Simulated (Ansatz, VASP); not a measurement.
# One calculation of Ca, two programs

```
CELL_PARAMETERS angstrom
0.00000 2.79420 2.79420
2.79420 0.00000 2.79420
2.79420 2.79420 0.00000
ATOMIC_POSITIONS crystal
Ca 0.00000 0.00000 0.00000
```

Alike in both runs: task single point; functional PBE; k mesh 7 × 7 × 7; occupations fermi-dirac, width 0.05 eV; no spin polarisation.

```csv
,VASP,Ansatz
version,VASP 6.6.1,Ansatz 0.2.0
potentials or method,"VASP PAW PBE potentials, release 64 (Ca_sv)",Ansatz PAW
plane-wave cutoff (eV),520,420
valence electrons in the cell,10,10
```

|  | VASP | Ansatz | Ansatz less VASP |
| --- | --- | --- | --- |
| gap on the k mesh at the Fermi level (eV) | none | none | - |
| pressure (GPa) | -0.5 | -0.5 | 0.00 |

A gap of «none» marks a metal or a gap that the smearing closes.
